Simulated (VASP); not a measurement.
# Fe (Fd-3m) in VASP: notebook

Fe is run at these levels: BLYP; tasks: single point.

Program: VASP 6.6.1. These are calculated values, not measurements. Logs are shortened: lines on timing, memory, paths and dates and some standing lists are left out, and cuts for length are marked.

## (1) The cell of the first run

Symmetry: Fd-3m, No. 227, cubic system. The conventional cell has a = 5.134 Å, b = 5.134 Å, c = 5.134 Å, α = 90.00°, β = 90.00°, γ = 90.00°. Fe (site symmetry -43m) has 4 Fe at 2.22 Å within 2.9 Å.

## (2) Single point, BLYP (volume scaled by 1.12)

Contents of INCAR:

```
SYSTEM = Fe
PREC = Accurate ; ENCUT = 520
EDIFF = 1E-7 ; ISMEAR = -1
SIGMA = 0.1 ; LREAL = .FALSE.
LASPH = .TRUE. ; NELM = 100
ALGO = Normal ; ISIF = 2
LWAVE = .FALSE. ; LCHARG = .TRUE.
GGA = B5 ; ALDAX = 1.0
AGGAX = 1.0 ; AGGAC = 1.0
ALDAC = 0.0 ; LELF = .TRUE.
LVHAR = .TRUE. ; NBANDS = 15
```

Contents of KPOINTS:

```
regular mesh
0
G
  12 12 12
  0 0 0
```

Contents of POSCAR:

```
Fe
1.0
    0.0000000000      2.5668812086      2.5668812086
    2.5668812086      0.0000000000      2.5668812086
    2.5668812086      2.5668812086      0.0000000000
Fe
2
Direct
    0.1250000000      0.1250000000      0.1250000000
    0.8750000000      0.8750000000      0.8750000000
```

Potentials or basis: VASP PAW PBE potentials, release 64 (Fe).

The run is started by

```bash
> cat potpaw_PBE.64/Fe/POTCAR > POTCAR
> mpirun -np 1 vasp_std > vasp.out
```

OUTCAR:

```text
SYSTEM = Fe
   PREC = Accurate
   ENCUT = 520
   EDIFF = 1E-7
   ISMEAR = -1
   LREAL = .FALSE.
   LASPH = .TRUE.
   NELM = 100
   ISIF = 2
   GGA = B5

 ion  position               nearest neighbor table
   1  0.125  0.125  0.125-   2 2.22   2 2.22   2 2.22   2 2.22
   2  0.875  0.875  0.875-   1 2.22   1 2.22   1 2.22   1 2.22

  LATTYP: Found a face centered cubic cell.
 ALAT       =     5.1337624172

  Lattice vectors:

 A1 = (   0.0000000000,   2.5668812086,   2.5668812086)
 A2 = (   2.5668812086,   0.0000000000,   2.5668812086)
 A3 = (   2.5668812086,   2.5668812086,   0.0000000000)

Analysis of symmetry for initial positions (statically):
=====================================================================
 Subroutine PRICEL returns:
 Original cell was already a primitive cell.

 Routine SETGRP: Setting up the symmetry group for a
 face centered cubic supercell.

 Subroutine GETGRP returns: Found 48 space group operations
 (whereof 12 operations were pure point group operations)
 out of a pool of 48 trial point group operations.

The static configuration has the point symmetry D_3d.
 The point group associated with its full space group is O_h .

Analysis of symmetry for dynamics (positions and initial velocities):
=====================================================================
 Subroutine PRICEL returns:
 Original cell was already a primitive cell.

 Routine SETGRP: Setting up the symmetry group for a
 face centered cubic supercell.

 Subroutine GETGRP returns: Found 48 space group operations
 (whereof 12 operations were pure point group operations)
 out of a pool of 48 trial point group operations.

The dynamic configuration has the point symmetry D_3d.
 The point group associated with its full space group is O_h .

 Subroutine INISYM returns: Found 48 space group operations
 (whereof 12 operations are pure point group operations),
 and found     1 'primitive' translations

----------------------------------------------------------------------------------------

                                     Primitive cell

  volume of cell :      33.8257

  direct lattice vectors                    reciprocal lattice vectors
     0.000000000  2.566881209  2.566881209    -0.194788913  0.194788913  0.194788913
     2.566881209  0.000000000  2.566881209     0.194788913 -0.194788913  0.194788913
     2.566881209  2.566881209  0.000000000     0.194788913  0.194788913 -0.194788913

  length of vectors
     3.630118218  3.630118218  3.630118218     0.337384294  0.337384294  0.337384294

  position of ions in fractional coordinates (direct lattice)
     0.125000000  0.125000000  0.125000000
     0.875000000  0.875000000  0.875000000

  ion indices of the primitive-cell ions
   primitive index   ion index
                 1           1
                 2           2

----------------------------------------------------------------------------------------

 KPOINTS: regular mesh

Automatic generation of k-mesh.
 Grid dimensions read from file:
 generate k-points for:   12   12   12

 Generating k-lattice:

  Cartesian coordinates                     Fractional coordinates (reciprocal lattice)
    -0.016232409  0.016232409  0.016232409     0.083333333  0.000000000  0.000000000
     0.016232409 -0.016232409  0.016232409     0.000000000  0.083333333  0.000000000
     0.016232409  0.016232409 -0.016232409     0.000000000  0.000000000  0.083333333

  Length of vectors
     0.028115358  0.028115358  0.028115358

  Shift w.r.t. Gamma in fractional coordinates (k-lattice)
     0.000000000  0.000000000  0.000000000

 Subroutine IBZKPT returns following result:
 ===========================================

 Found     72 irreducible k-points:

 Following reciprocal coordinates:
            Coordinates               Weight
  0.000000  0.000000  0.000000      1.000000
  0.083333  0.000000  0.000000      8.000000
  0.166667  0.000000  0.000000      8.000000
  0.250000  0.000000  0.000000      8.000000
  0.333333  0.000000  0.000000      8.000000
  0.416667  0.000000  0.000000      8.000000
[... 16 lines left out ...]
  0.500000  0.166667  0.000000     24.000000
 -0.416667  0.166667  0.000000     24.000000
 [... further k-points ...]
   k-points           NKPTS =     72   k-points in BZ     NKDIM =     72   number of bands    NBANDS=     15
   number of dos      NEDOS =    301   number of ions     NIONS =      2
   total plane-waves  NPLWV =  21952
   dimension x,y,z NGX =    28 NGY =   28 NGZ =   28
   dimension x,y,z NGXF=    56 NGYF=   56 NGZF=   56
   ions per type =               2
   NGX,Y,Z   is equivalent  to a cutoff of  12.82, 12.82, 12.82 a.u.
   NGXF,Y,Z  is equivalent  to a cutoff of  25.65, 25.65, 25.65 a.u.
 SYSTEM =  Fe
   PREC   = accura    normal or accurate (medium, high low for compatibility)
   ISTART =      0    job   : 0-new  1-cont  2-samecut
   ICHARG =      2    charge: 1-file 2-atom 10-const
   ISPIN  =      1    spin polarized calculation?
   LNONCOLLINEAR =      F non collinear calculations
   LSORBIT =      F    spin-orbit coupling
   LASPH  =      T    aspherical Exc in radial PAW
   ENCUT  =  520.0 eV  38.22 Ry    6.18 a.u.   6.75  6.75  6.75*2*pi/ulx,y,z
   NELM   =    100;   NELMIN=  2; NELMDL= -5     # of ELM steps
   EDIFF  = 0.1E-06   stopping-criterion for ELM
   LREAL  =      F    real-space projection
   EDIFFG = 0.1E-05   stopping-criterion for IOM
   NSW    =      0    number of steps for IOM
   IBRION =     -1    ionic relax: 0-MD 1-quasi-New 2-CG
   NFREE  =      0    steps in history (QN), initial steepest desc. (CG)
   ISIF   =      2    stress and relaxation
   ISYM   =      2    0-nonsym 1-usesym 2-fastsym
   POTIM  = 0.5000    time-step for ionic-motion
   TEBEG  =    0.0;   TEEND  =   0.0 temperature during run
   PSTRESS=    0.0 pullay stress
   NELECT =      16.0000    total number of electrons
   NUPDOWN=      -1.0000    fix difference up-down
   EMIN   =  10.00;   EMAX   =-10.00  energy-range for DOS
   EFERMI =   0.00;   METHOD = LEGACY
   ISMEAR =    -1;   SIGMA  =   0.10  broadening in eV -4-tet -1-fermi 0-gaus
   EFERMI_NEDOS =   21; number of points for ismear=-14 and -15
   IALGO  =     38    algorithm
   IMIX   =      4    mixing-type and parameters
     AMIX     =   0.40;   BMIX     =  1.00
     AMIX_MAG =   1.60;   BMIX_MAG =  1.00
  volume/ion in A,a.u.               =      16.91       114.13
  Fermi-wavevector in a.u.,A,eV,Ry     =   1.275555  2.410449 22.137217  1.627040
  Thomas-Fermi vector in A             =   2.408260
   LORBIT       =      0    0 simple, 1 ext, 2 COOP (PROOUT), +10 PAW based schemes
   GGA     = B5    functional components
   LHFCALC =     F    Hartree Fock is set to
   AEXX    =    0.0000 exact exchange contribution
   IVDW    =     0    specifies the selected vdW correction
   LEPSILON=     F    determine dielectric tensor
   LRPA    =     F    only Hartree local field effects (RPA)
 non-spin polarized calculation
  energy-cutoff  :      520.00
  volume of cell :       33.83
 maximum number of plane-waves:       941
   NGX = 13   NGY = 13   NGZ = 13

 number of electron      16.0000009 magnetization

 Free energy of the ion-electron system (eV)
  ---------------------------------------------------
  ext. energy  EPLUGINS =         0.00000000
  ---------------------------------------------------
  free energy    TOTEN  =       -12.40697975 eV

  energy without entropy =      -12.30656809  energy(sigma->0) =      -12.35677392

 E-fermi :   2.8548     XC(G=0): -10.0967

 val. band max:        2.8466409806   @ k =   0.5000   0.1667   0.0000
 cond. band min:       2.8771728245   @ k =   0.4167   0.0000   0.0000
 fundamental gap:      0.0305318439
 Fermi energy:         2.8548178859

 k-point     1 :       0.0000    0.0000    0.0000
  band No.  band energies     occupation
      1      -2.9731      2.00000
      2       0.6285      2.00000
      3       0.6285      2.00000
      4       0.8061      2.00000
      5       0.8061      2.00000
      6       0.8061      2.00000
      7       2.5126      1.93680
      8       2.5126      1.93680
      9       2.5126      1.93680
     10       3.8075      0.00015
     11       3.8075      0.00015
     12      15.6473      0.00000
     13      15.6473      0.00000
     14      15.6473      0.00000
     15      15.9172      0.00000

 k-point     2 :       0.0833    0.0000    0.0000
  band No.  band energies     occupation
      1      -2.8469      2.00000
      2       0.5556      2.00000
      3       0.5556      2.00000
      4       0.8123      2.00000
      5       0.9099      2.00000
      6       0.9099      2.00000
      7       2.4556      1.96374
      8       2.5050      1.94126
      9       2.5050      1.94126
     10       3.8071      0.00015
     11       3.8071      0.00015
     12      13.4719      0.00000
     13      14.8082      0.00000
     14      14.8082      0.00000
     15      16.7801      0.00000

 k-point     3 :       0.1667    0.0000    0.0000
  band No.  band energies     occupation
      1      -2.4767      2.00000
      2       0.4835      2.00000
      3       0.4835      2.00000
      4       0.8367      2.00000
      5       1.0527      2.00000
      6       1.0527      2.00000
      7       2.2960      1.99254
      8       2.5049      1.94131
      9       2.5049      1.94131
     10       3.8009      0.00016
     11       3.8009      0.00016
     12      11.1270      0.00000
     13      13.9751      0.00000
     14      13.9751      0.00000
     15      16.4345      0.00000

 k-point     4 :       0.2500    0.0000    0.0000
  band No.  band energies     occupation
      1      -1.8920      2.00000
      2       0.4708      2.00000
      3       0.4708      2.00000
      4       0.8893      2.00000
      5       1.1216      2.00000
      6       1.1216      2.00000
      7       2.0725      1.99920
      8       2.5651      1.89544
      9       2.5651      1.89544
     10       3.7772      0.00020
     11       3.7772      0.00020
     12       8.9487      0.00000
     13      13.2782      0.00000
     14      13.2782      0.00000
     15      15.9753      0.00000
[... 307 lines left out ...]
 k-point    22 :       0.4167    0.1667    0.0000
  band No.  band energies     occupation
      1      -0.5522      2.00000
      2       0.1720      2.00000
      3       0.8302      2.00000
      4       0.8344      2.00000
      5       1.0387      2.00000
      6       1.3486      2.00000
      7       1.7558      1.99997
      8       2.9025      0.76586
      9       2.9698      0.48087
     10       3.4742      0.00408
     11       3.9194      0.00005
     12       6.5641      0.00000
     13      10.6027      0.00000
     14      10.8459      0.00000
     15      14.0040      0.00000

 k-point    23 :       0.5000    0.1667    0.0000
  band No.  band energies     occupation
      1       0.0340      2.00000
      2       0.2027      2.00000
      3       0.7268      2.00000
      4       0.7437      2.00000
      5       1.1258      2.00000
      6       1.2774      2.00000
      7       2.0142      1.99955
      8       2.8466      1.04086
      9       3.1619      0.08865
     10       3.6294      0.00086
     11       3.8408      0.00010
     12       5.1620      0.00000
     13      10.0922      0.00000
     14      10.7349      0.00000
     15      14.0444      0.00000

 k-point    24 :      -0.4167    0.1667    0.0000
  band No.  band energies     occupation
      1       0.0553      2.00000
      2       0.4051      2.00000
      3       0.5709      2.00000
      4       0.7009      2.00000
      5       1.1672      2.00000
      6       1.2660      2.00000
      7       2.2352      1.99593
      8       2.6411      1.78896
      9       3.2340      0.04411
     10       3.6923      0.00046
     11       3.7854      0.00018
     12       4.9394      0.00000
     13       9.5998      0.00000
     14      11.2067      0.00000
     15      14.2389      0.00000

 [... further k-points ...]
[... 5 lines left out ...]
  --------------------------------------------------------------------------------------
  -------------------------------------------------------------------------------------
  Total       -2.6034027     -2.6034027     -2.6034027      0.0000000      0.0000000      0.0000000
  in kB     -123.3117985   -123.3117985   -123.3117985      0.0000000      0.0000000      0.0000000
  external PRESSURE =    -123.3117985 kB  Pullay stress =       0.0000000 kB

 VOLUME and BASIS-vectors are now :
 -----------------------------------------------------------------------------
  energy-cutoff  :      520.00
  volume of cell :       33.83
      direct lattice vectors                 reciprocal lattice vectors
     0.000000000  2.566881209  2.566881209    -0.194788913  0.194788913  0.194788913
     2.566881209  0.000000000  2.566881209     0.194788913 -0.194788913  0.194788913
     2.566881209  2.566881209  0.000000000     0.194788913  0.194788913 -0.194788913

 POSITION                                       TOTAL-FORCE (eV/Angst)
 -----------------------------------------------------------------------------------
      0.64172      0.64172      0.64172         0.000000      0.000000      0.000000
      4.49204      4.49204      4.49204        -0.000000     -0.000000     -0.000000
 -----------------------------------------------------------------------------------
    total drift:                                0.000000     -0.000000     -0.000000

  FREE ENERGIE OF THE ION-ELECTRON SYSTEM (eV)
  ---------------------------------------------------
  free  energy   TOTEN  =       -12.4069797485 eV

  energy  without entropy=      -12.3065680890  energy(sigma->0) =      -12.35677392
```

Run time: 76 s. Hardware: 1 thread of Intel Xeon Platinum 8259CL at 2.50GHz (Skylake/Cascade Lake), shared host; peak memory 0.17 GiB.

What came out:

* Free energy: -12.4070 eV
* Pressure: -12.3 GPa
* Band gap on the k mesh: zero (band 8 reaches 3.05 eV, above the bottom of band 9 at 2.50 eV)

Levels at points of the mesh, in eV from the Fermi level:
```tsv
k point	band 6	band 7	band 8	band 9	band 10	band 11
(0.00, 0.00, 0.00)	-2.05	-0.34	-0.34	-0.34	0.95	0.95
(0.50, 0.00, 0.00)	-2.05	-0.77	0.10	0.10	0.76	0.76
(0.50, 0.50, 0.00)	-1.32	-0.60	-0.60	0.92	0.92	2.36
```

Caveat: the PAW data sets were made with another functional, which shifts forces and pressure a little; the run has no spin polarisation, though such a crystal can be magnetic. Spin polarisation is off, so any magnetic state and its effect on volume and gap are missing.

## (3) Single point, BLYP (volume scaled by 0.88)

Contents of INCAR:

```
PREC     = Accurate       # precision mode
ENCUT    = 600            # plane-wave cutoff, eV
EDIFF    = 1E-6           # SCF threshold, eV
ISMEAR   = -1             # smearing method
SIGMA    = 0.1            # smearing width, eV
LREAL    = False          # projectors in reciprocal space
LASPH    = True           # aspherical terms in the spheres
NELM     = 120            # most SCF steps
ALGO     = Normal         # electronic algorithm
ISIF     = 2              # what is computed and relaxed
LWAVE    = False          # write WAVECAR
LCHARG   = True           # write CHGCAR
GGA      = B5             # functional
ALDAX    = 1.0          
AGGAX    = 1.0          
AGGAC    = 1.0          
ALDAC    = 0.0          
LELF     = True           # ELF
LVHAR    = True         
NBANDS   = 23             # bands
GGA_COMPAT= False
```

Contents of KPOINTS:

```
Automatic mesh
0
Gamma
  12 12 12
```

Contents of POSCAR:

```
Fe
1.0
    0.0000000000      2.3686123378      2.3686123378
    2.3686123378      0.0000000000      2.3686123378
    2.3686123378      2.3686123378      0.0000000000
Fe
2
Direct
    0.1250000000      0.1250000000      0.1250000000
    0.8750000000      0.8750000000      0.8750000000
```

Potentials or basis: VASP PAW PBE potentials, release 64 (Fe_sv).

The run is started by

```bash
> cat potpaw_PBE.64/Fe_sv/POTCAR > POTCAR
> mpirun -np 1 vasp_std > vasp.out
```

Run time: 57 s. Hardware: 1 thread of Intel Xeon Platinum 8259CL at 2.50GHz (Skylake/Cascade Lake), shared host; peak memory 0.18 GiB.

The run converged. Its results:

| Item | Value |
| --- | --- |
| Free energy | -12.4833 eV |
| Pressure | 21.0 GPa |
| Band gap on the k mesh | zero (band 16 reaches 10.48 eV, above the bottom of band 17 at 9.72 eV) |

Levels at points of the mesh, in eV from the Fermi level:
```tsv
k point	band 13	band 14	band 15	band 16	band 17	band 18	band 19	band 20
(0.00, 0.00, 0.00)	-2.69	-2.69	-0.46	-0.46	-0.46	1.41	1.41	15.26
(0.50, 0.00, 0.00)	-2.74	-2.74	-1.01	0.20	0.20	1.11	1.11	2.78
(0.50, 0.50, 0.00)	-1.36	-1.36	-0.85	-0.85	1.33	1.33	3.06	3.06
```

Caveat: the PAW data sets were made with another functional, which shifts forces and pressure a little; the run has no spin polarisation, though such a crystal can be magnetic.

## (4) Single point, BLYP (volume scaled by 0.92)

Contents of INCAR:

```
PREC = Accurate
ENCUT = 600
EDIFF = 1E-6
ISMEAR = -1
SIGMA = 0.1
LREAL = False
LASPH = True
NELM = 120
ALGO = Normal
ISIF = 2
LWAVE = False
LCHARG = True
GGA = B5
ALDAX = 1.0
AGGAX = 1.0
AGGAC = 1.0
ALDAC = 0.0
LELF = True
LVHAR = True
NBANDS = 23
GGA_COMPAT = False
```

Contents of KPOINTS:

```
regular mesh
0
Gamma
  12 12 12
```

Contents of POSCAR:

```
Fe
1.0
    0.0000000000      2.4039699735      2.4039699735
    2.4039699735      0.0000000000      2.4039699735
    2.4039699735      2.4039699735      0.0000000000
Fe
2
Direct
    0.1250000000      0.1250000000      0.1250000000
    0.8750000000      0.8750000000      0.8750000000
```

The run is started by

```bash
> cat potpaw_PBE.64/Fe_sv/POTCAR > POTCAR
> mpirun -np 1 vasp_std > vasp.out
```

Run time: 36 s. Hardware: 1 thread of AMD EPYC 9R45 (Zen 5), shared host; peak memory 0.15 GiB.

Results (log left out):

```
Free energy            : -12.6210 eV
Pressure               : 11.5 GPa
Band gap on the k mesh : zero (band 16 reaches 9.83 eV, above the bottom of band 17 at 9.11 eV)
```

Levels at points of the mesh, in eV from the Fermi level:
| k point | band 13 | band 14 | band 15 | band 16 | band 17 | band 18 | band 19 | band 20 |
| --- | --- | --- | --- | --- | --- | --- | --- | --- |
| (0.00, 0.00, 0.00) | -2.56 | -2.56 | -0.43 | -0.43 | -0.43 | 1.32 | 1.32 | 14.81 |
| (0.50, 0.00, 0.00) | -2.60 | -2.60 | -0.98 | 0.18 | 0.18 | 1.04 | 1.04 | 2.62 |
| (0.50, 0.50, 0.00) | -1.37 | -1.37 | -0.79 | -0.79 | 1.25 | 1.25 | 2.92 | 2.92 |

Caveat: the PAW data sets were made with another functional, which shifts forces and pressure a little; the run has no spin polarisation, though such a crystal can be magnetic.

(Continued in part 2 of 2.)
